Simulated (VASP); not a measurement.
# CoBi (F-43m) in VASP: a series of runs

The runs below take CoBi through single point, with r2SCAN.

All numbers are computed with VASP 6.6.1; they aren't measurements. Logs are shortened: lines on timing, memory, paths and dates and some standing lists are left out, and cuts for length are marked.

## Step 1: The cell of the first run

Symmetry: F-43m, No. 216, cubic system. The conventional cell has a = 5.873 Å, b = 5.873 Å, c = 5.873 Å, α = 90.00°, β = 90.00°, γ = 90.00°. Co (site symmetry -43m) has 4 Bi at 2.54 Å within 3.4 Å. Bi (site symmetry -43m) has 4 Co at 2.54 Å within 3.4 Å.

## Step 2: Single point, r2SCAN

POSCAR

```
CoBi
1.0
    0.0000000000      2.9362538660      2.9362538660
    2.9362538660      0.0000000000      2.9362538660
    2.9362538660      2.9362538660      0.0000000000
Co Bi
1 1
Direct
    0.0000000000      0.0000000000      0.0000000000
    0.2500000000      0.2500000000      0.2500000000
```

INCAR.step1

```
ALGO     = Normal         # electronic algorithm
EDIFF    = 1E-4           # SCF threshold, eV
ENCUT    = 520            # plane-wave cutoff, eV
GGA      = PE             # functional
ISMEAR   = 0              # smearing method
LASPH    = T              # aspherical terms in the spheres
LCHARG   = F              # write CHGCAR
LREAL    = F              # projectors in reciprocal space
LWAVE    = T              # write WAVECAR
NBANDS   = 19             # bands
NELM     = 80             # most SCF steps
PREC     = Accurate       # precision mode
SIGMA    = 0.1            # smearing width, eV
```

INCAR.step2

```
ALGO     = Normal         # electronic algorithm
EDIFF    = 1E-6           # SCF threshold, eV
ENCUT    = 520            # plane-wave cutoff, eV
ISIF     = 2              # what is computed and relaxed
ISMEAR   = 0              # smearing method
ISTART   = 1            
LASPH    = T              # aspherical terms in the spheres
LCHARG   = T              # write CHGCAR
LELF     = T              # ELF
LMIXTAU  = T            
LREAL    = F              # projectors in reciprocal space
LVHAR    = T            
LWAVE    = F              # write WAVECAR
METAGGA  = R2SCAN         # meta-GGA
NBANDS   = 19             # bands
NELM     = 80             # most SCF steps
PREC     = Accurate       # precision mode
SIGMA    = 0.1            # smearing width, eV
```

KPOINTS

```
k-points
0
Gamma
  12 12 12
```

Potentials or basis: VASP PAW PBE potentials, release 64 (Co, Bi_d).

Command:

```bash
$ cat potpaw_PBE.64/Co/POTCAR potpaw_PBE.64/Bi_d/POTCAR > POTCAR
$ cp INCAR.step1 INCAR
$ mpirun -np 1 vasp_std > vasp.out
$ cp INCAR.step2 INCAR
$ mpirun -np 1 vasp_std > vasp.out
```

OUTCAR:

```text
EDIFF = 1E-6
   ENCUT = 520
   ISIF = 2
   ISMEAR = 0
   ISTART = 1
   LASPH = T
   LREAL = F
   METAGGA = R2SCAN
   NELM = 80
   PREC = Accurate

 ion  position               nearest neighbor table
   1  0.000  0.000  0.000-   2 2.54   2 2.54   2 2.54   2 2.54
   2  0.250  0.250  0.250-   1 2.54   1 2.54   1 2.54   1 2.54

  LATTYP: Found a face centered cubic cell.
 ALAT       =     5.8725077320

  Lattice vectors:

 A1 = (   0.0000000000,   2.9362538660,   2.9362538660)
 A2 = (   2.9362538660,   0.0000000000,   2.9362538660)
 A3 = (   2.9362538660,   2.9362538660,   0.0000000000)

Analysis of symmetry for initial positions (statically):
=====================================================================
 Subroutine PRICEL returns:
 Original cell was already a primitive cell.

 Routine SETGRP: Setting up the symmetry group for a
 face centered cubic supercell.

 Subroutine GETGRP returns: Found 24 space group operations
 (whereof 24 operations were pure point group operations)
 out of a pool of 48 trial point group operations.

The static configuration has the point symmetry T_d .

Analysis of symmetry for dynamics (positions and initial velocities):
=====================================================================
 Subroutine PRICEL returns:
 Original cell was already a primitive cell.

 Routine SETGRP: Setting up the symmetry group for a
 face centered cubic supercell.

 Subroutine GETGRP returns: Found 24 space group operations
 (whereof 24 operations were pure point group operations)
 out of a pool of 48 trial point group operations.

The dynamic configuration has the point symmetry T_d .

 Subroutine INISYM returns: Found 24 space group operations
 (whereof 24 operations are pure point group operations),
 and found     1 'primitive' translations

----------------------------------------------------------------------------------------

                                     Primitive cell

  volume of cell :      50.6303

  direct lattice vectors                    reciprocal lattice vectors
     0.000000000  2.936253866  2.936253866    -0.170285004  0.170285004  0.170285004
     2.936253866  0.000000000  2.936253866     0.170285004 -0.170285004  0.170285004
     2.936253866  2.936253866  0.000000000     0.170285004  0.170285004 -0.170285004
[... 78 lines left out ...]
   ISPIN  =      1    spin polarized calculation?
   LNONCOLLINEAR =      F non collinear calculations
   LSORBIT =      F    spin-orbit coupling
   LASPH  =      T    aspherical Exc in radial PAW
   ENCUT  =  520.0 eV  38.22 Ry    6.18 a.u.   7.72  7.72  7.72*2*pi/ulx,y,z
   NELM   =     80;   NELMIN=  2; NELMDL=  0     # of ELM steps
   EDIFF  = 0.1E-05   stopping-criterion for ELM
   LREAL  =      F    real-space projection
   EDIFFG = 0.1E-04   stopping-criterion for IOM
   NSW    =      0    number of steps for IOM
   IBRION =     -1    ionic relax: 0-MD 1-quasi-New 2-CG
   NFREE  =      0    steps in history (QN), initial steepest desc. (CG)
   ISIF   =      2    stress and relaxation
   ISYM   =      2    0-nonsym 1-usesym 2-fastsym
   POTIM  = 0.5000    time-step for ionic-motion
   TEBEG  =    0.0;   TEEND  =   0.0 temperature during run
   PSTRESS=    0.0 pullay stress
   NELECT =      24.0000    total number of electrons
   NUPDOWN=      -1.0000    fix difference up-down
   EMIN   =  10.00;   EMAX   =-10.00  energy-range for DOS
   EFERMI =   0.00;   METHOD = LEGACY
   ISMEAR =     0;   SIGMA  =   0.10  broadening in eV -4-tet -1-fermi 0-gaus
   EFERMI_NEDOS =   21; number of points for ismear=-14 and -15
   IALGO  =     38    algorithm
   IMIX   =      4    mixing-type and parameters
     AMIX     =   0.40;   BMIX     =  1.00
     AMIX_MAG =   1.60;   BMIX_MAG =  1.00
  volume/ion in A,a.u.               =      25.32       170.84
  Fermi-wavevector in a.u.,A,eV,Ry     =   1.276463  2.412166 22.168767  1.629358
  Thomas-Fermi vector in A             =   2.409118
   LORBIT       =      0    0 simple, 1 ext, 2 COOP (PROOUT), +10 PAW based schemes
   METAGGA = R2SCAN    functional components
   LHFCALC =     F    Hartree Fock is set to
   AEXX    =    0.0000 exact exchange contribution
   IVDW    =     0    specifies the selected vdW correction
   LEPSILON=     F    determine dielectric tensor
   LRPA    =     F    only Hartree local field effects (RPA)
 non-spin polarized calculation
 Gauss-broadening in eV      SIGMA  =   0.10
  energy-cutoff  :      520.00
  volume of cell :       50.63
 maximum number of plane-waves:      1381
   NGX = 15   NGY = 15   NGZ = 15

 number of electron      23.9999992 magnetization

 Free energy of the ion-electron system (eV)
  ---------------------------------------------------
  ext. energy  EPLUGINS =         0.00000000
  ---------------------------------------------------
  free energy    TOTEN  =       -69.95942534 eV

  energy without entropy =      -69.94846084  energy(sigma->0) =      -69.95394309

 E-fermi :   5.7354     XC(G=0): -10.6151

 val. band max:        5.7352879283   @ k =  -0.4167   0.3333   0.0833
 cond. band min:       5.7451066918   @ k =   0.5000   0.5000   0.0000
 fundamental gap:      0.0098187635
 Fermi energy:         5.7354165858

 k-point     1 :       0.0000    0.0000    0.0000
  band No.  band energies     occupation
      1     -17.2736      2.00000
      2     -17.2736      2.00000
      3     -17.2736      2.00000
      4     -17.2117      2.00000
      5     -17.2117      2.00000
      6      -6.5780      2.00000
[... 505 lines left out ...]
      6      -5.2271      2.00000
[... 11 lines left out ...]
     18      16.5275      0.00000
     19      17.6165      0.00000

 [... further k-points ...]

------------------------ aborting loop because EDIFF is reached ----------------------------------------

  FORCE on cell =-STRESS in cart. coord.  units (eV):
  Direction    XX          YY          ZZ          XY          YZ          ZX
  --------------------------------------------------------------------------------------
  -------------------------------------------------------------------------------------
  Total       -0.6419450     -0.6419450     -0.6419450     -0.0000000      0.0000000     -0.0000000
  in kB      -20.3141006    -20.3141006    -20.3141006     -0.0000000      0.0000000     -0.0000000
  external PRESSURE =     -20.3141006 kB  Pullay stress =       0.0000000 kB

 VOLUME and BASIS-vectors are now :
 -----------------------------------------------------------------------------
  energy-cutoff  :      520.00
  volume of cell :       50.63
      direct lattice vectors                 reciprocal lattice vectors
     0.000000000  2.936253866  2.936253866    -0.170285004  0.170285004  0.170285004
     2.936253866  0.000000000  2.936253866     0.170285004 -0.170285004  0.170285004
     2.936253866  2.936253866  0.000000000     0.170285004  0.170285004 -0.170285004

 POSITION                                       TOTAL-FORCE (eV/Angst)
 -----------------------------------------------------------------------------------
      0.00000      0.00000      0.00000        -0.000000     -0.000000     -0.000000
      1.46813      1.46813      1.46813         0.000000      0.000000      0.000000
 -----------------------------------------------------------------------------------
    total drift:                               -0.000009     -0.000009     -0.000008

  FREE ENERGIE OF THE ION-ELECTRON SYSTEM (eV)
  ---------------------------------------------------
  free  energy   TOTEN  =       -69.9594253421 eV

  energy  without entropy=      -69.9484608359  energy(sigma->0) =      -69.95394309
```

OSZICAR.step1:

```text
N       E                     dE             d eps       ncg     rms          rms(c)
DAV:   1     0.203792838798E+03    0.20379E+03   -0.12078E+04  2736   0.151E+03
DAV:   2     0.520511526648E+01   -0.19859E+03   -0.19346E+03  2736   0.362E+02
DAV:   3    -0.942508135347E+01   -0.14630E+02   -0.14530E+02  3085   0.113E+02
DAV:   4    -0.987661112731E+01   -0.45153E+00   -0.45130E+00  3279   0.205E+01
DAV:   5    -0.989799081476E+01   -0.21380E-01   -0.21379E-01  3881   0.396E+00    0.685E+00
DAV:   6    -0.123432603504E+02   -0.24453E+01   -0.27018E+01  3017   0.435E+01    0.146E+01
DAV:   7    -0.947884538452E+01    0.28644E+01   -0.11173E+01  2973   0.357E+01    0.121E+00
DAV:   8    -0.948026965417E+01   -0.14243E-02   -0.21580E-01  3085   0.329E+00    0.786E-01
DAV:   9    -0.947607626750E+01    0.41934E-02   -0.36409E-02  3380   0.199E+00    0.143E-01
DAV:  10    -0.947604519679E+01    0.31071E-04   -0.35103E-03  3772   0.618E-01    0.633E-02
DAV:  11    -0.947603972967E+01    0.54671E-05   -0.41187E-04  2457   0.206E-01
   1 F= -.94760397E+01 E0= -.94703911E+01  d E =-.112973E-01
```

It took 2.6 min on 1 thread of Intel Xeon Platinum 8488C (Sapphire Rapids), shared host; peak memory 0.23 GiB.

What came out:

```yaml
Free_energy: -69.9594 eV
Pressure: -2.0 GPa
Band_gap_on_the_k_mesh: zero (bands 12 and 13 overlap by 4.35 eV)
```

Caveat: the PAW data sets were made with another functional, which shifts forces and pressure a little; spin-orbit coupling is left out, which moves the levels of the heavy elements; the run has no spin polarisation, though such a crystal can be magnetic. Spin polarisation is off, so any magnetic state and its effect on volume and gap are missing.

## Step 3: Single point, r2SCAN, collinear spin, ferromagnetic start

POSCAR is that of step 2.

INCAR.step1

```
ALGO = Normal
EDIFF = 1E-4
ENCUT = 520
GGA = PE
ISMEAR = 0
ISPIN = 2
LASPH = True
LCHARG = False
LMAXMIX = 4
LREAL = False
LWAVE = True
MAGMOM = 3.5 0
NBANDS = 23
NELM = 150
PREC = Accurate
SIGMA = 0.1
```

INCAR.step2

```
ALGO = Normal
EDIFF = 1E-6
ENCUT = 520
ISIF = 2
ISMEAR = 0
ISPIN = 2
ISTART = 1
LASPH = True
LCHARG = False
LMAXMIX = 4
LMIXTAU = True
LORBIT = 11
LREAL = False
LWAVE = False
MAGMOM = 3.5 0
METAGGA = R2SCAN
NBANDS = 23
NELM = 150
PREC = Accurate
SIGMA = 0.1
```

KPOINTS is that of step 2.

Potentials or basis: VASP PAW PBE potentials, release 64 (Co, Bi_d).

Command:

```bash
$ cat potpaw_PBE.64/Co/POTCAR potpaw_PBE.64/Bi_d/POTCAR > POTCAR
$ cp INCAR.step1 INCAR
$ mpirun -np 1 vasp_std > vasp.out
$ cp INCAR.step2 INCAR
$ mpirun -np 1 vasp_std > vasp.out
```

OUTCAR:

```text
EDIFF = 1E-6
   ENCUT = 520
   ISIF = 2
   ISMEAR = 0
   ISPIN = 2
   ISTART = 1
   LASPH = True
   LORBIT = 11
   LREAL = False
   METAGGA = R2SCAN
   NELM = 150
   PREC = Accurate

 ion  position               nearest neighbor table
   1  0.000  0.000  0.000-   2 2.54   2 2.54   2 2.54   2 2.54
   2  0.250  0.250  0.250-   1 2.54   1 2.54   1 2.54   1 2.54

  LATTYP: Found a face centered cubic cell.
 ALAT       =     5.8725077320

  Lattice vectors:

 A1 = (   0.0000000000,   2.9362538660,   2.9362538660)
 A2 = (   2.9362538660,   0.0000000000,   2.9362538660)
 A3 = (   2.9362538660,   2.9362538660,   0.0000000000)

Analysis of symmetry for initial positions (statically):
=====================================================================
 Subroutine PRICEL returns:
 Original cell was already a primitive cell.

 Routine SETGRP: Setting up the symmetry group for a
 face centered cubic supercell.

 Subroutine GETGRP returns: Found 24 space group operations
[... 824 lines left out ...]
      5     -17.2117      1.00000
      6      -6.5780      1.00000
[... 613 lines left out ...]
     22      23.0669      0.00000
     23      23.6661      0.00000

 [... further k-points ...]

------------------------ aborting loop because EDIFF is reached ----------------------------------------

  FORCE on cell =-STRESS in cart. coord.  units (eV):
  Direction    XX          YY          ZZ          XY          YZ          ZX
  --------------------------------------------------------------------------------------
  -------------------------------------------------------------------------------------
  Total       -0.6484930     -0.6484930     -0.6484930      0.0000000      0.0000000      0.0000000
  in kB      -20.5213089    -20.5213089    -20.5213089      0.0000000      0.0000000      0.0000000
  external PRESSURE =     -20.5213089 kB  Pullay stress =       0.0000000 kB

 VOLUME and BASIS-vectors are now :
 -----------------------------------------------------------------------------
  energy-cutoff  :      520.00
  volume of cell :       50.63
      direct lattice vectors                 reciprocal lattice vectors
     0.000000000  2.936253866  2.936253866    -0.170285004  0.170285004  0.170285004
     2.936253866  0.000000000  2.936253866     0.170285004 -0.170285004  0.170285004
     2.936253866  2.936253866  0.000000000     0.170285004  0.170285004 -0.170285004

 POSITION                                       TOTAL-FORCE (eV/Angst)
 -----------------------------------------------------------------------------------
      0.00000      0.00000      0.00000         0.000000      0.000000      0.000000
      1.46813      1.46813      1.46813        -0.000000     -0.000000     -0.000000
 -----------------------------------------------------------------------------------
    total drift:                               -0.000009     -0.000009     -0.000008

  FREE ENERGIE OF THE ION-ELECTRON SYSTEM (eV)
  ---------------------------------------------------
  free  energy   TOTEN  =       -69.9594256184 eV

  energy  without entropy=      -69.9484608874  energy(sigma->0) =      -69.95394325

 total charge

# of ion       s       p       d       tot
------------------------------------------
    1        0.450   0.300   7.479   8.229
    2        1.420   1.565   9.937  12.922
--------------------------------------------------
tot          1.870   1.865  17.416  21.151

 magnetization (x)

# of ion       s       p       d       tot
------------------------------------------
    1       -0.000   0.000  -0.000  -0.000
    2        0.000   0.000   0.000   0.000
--------------------------------------------------
tot          0.000   0.000  -0.000  -0.000
```

OUTCAR.step1:

```text
EDIFF = 1E-4
   ENCUT = 520
   GGA = PE
   ISMEAR = 0
   ISPIN = 2
[... 1489 lines left out ...]
 -----------------------------------------------------------------------------------
      0.00000      0.00000      0.00000         0.000000      0.000000      0.000000
      1.46813      1.46813      1.46813        -0.000000     -0.000000     -0.000000
 -----------------------------------------------------------------------------------
    total drift:                                0.000001      0.000001      0.000001

  FREE ENERGIE OF THE ION-ELECTRON SYSTEM (eV)
  ---------------------------------------------------
  free  energy   TOTEN  =        -9.4759613458 eV

  energy  without entropy=       -9.4648221519  energy(sigma->0) =       -9.47039175
```

OSZICAR.step1:

```text
N       E                     dE             d eps       ncg     rms          rms(c)
DAV:   1     0.213553087794E+03    0.21355E+03   -0.11327E+04  6655   0.122E+03
DAV:   2     0.807253670149E+01   -0.20548E+03   -0.19743E+03  6757   0.332E+02
DAV:   3    -0.925639541429E+01   -0.17329E+02   -0.17192E+02  7835   0.102E+02
DAV:   4    -0.978675858218E+01   -0.53036E+00   -0.53005E+00  8081   0.185E+01
DAV:   5    -0.981507161138E+01   -0.28313E-01   -0.28312E-01 10199   0.390E+00    0.103E+01
DAV:   6    -0.159292207977E+02   -0.61141E+01   -0.40138E+01  8189   0.577E+01    0.272E+01
DAV:   7    -0.943389370825E+01    0.64953E+01   -0.12409E+01  7681   0.396E+01    0.507E+00
DAV:   8    -0.942641552809E+01    0.74782E-02   -0.10362E+00  9198   0.760E+00    0.202E+00
DAV:   9    -0.945854886088E+01   -0.32133E-01   -0.17409E-01  9736   0.296E+00    0.724E-01
DAV:  10    -0.946836741711E+01   -0.98186E-02   -0.48500E-02  9909   0.134E+00    0.609E-01
DAV:  11    -0.947055146099E+01   -0.21840E-02   -0.11026E-02 10445   0.588E-01    0.367E-01
DAV:  12    -0.947359269731E+01   -0.30412E-02   -0.11672E-02  8818   0.656E-01    0.265E-01
DAV:  13    -0.947516886690E+01   -0.15762E-02   -0.11275E-02  9850   0.611E-01    0.953E-02
DAV:  14    -0.947564145142E+01   -0.47258E-03   -0.33250E-03 10313   0.304E-01    0.115E-01
DAV:  15    -0.947586898418E+01   -0.22753E-03   -0.18286E-03  6387   0.245E-01    0.696E-02
DAV:  16    -0.947596134577E+01   -0.92362E-04   -0.57077E-04  4251   0.131E-01
   1 F= -.94759613E+01 E0= -.94703917E+01  d E =-.111392E-01  mag=     0.0027
```

Run time: 8.5 min. Hardware: 1 thread of Intel Xeon Platinum 8488C (Sapphire Rapids), shared host; peak memory 0.3 GiB.

Results:

- Free energy: -69.9594 eV
- Pressure: -2.1 GPa
- Band gap on the k mesh: zero (filled and empty bands overlap)
- Net moment: 0.00 μB per cell
- Valence electrons inside the program's atomic spheres: Co 8.23; Bi 12.92

Caveat: the PAW data sets were made with another functional, which shifts forces and pressure a little; spin-orbit coupling is left out, which moves the levels of the heavy elements.
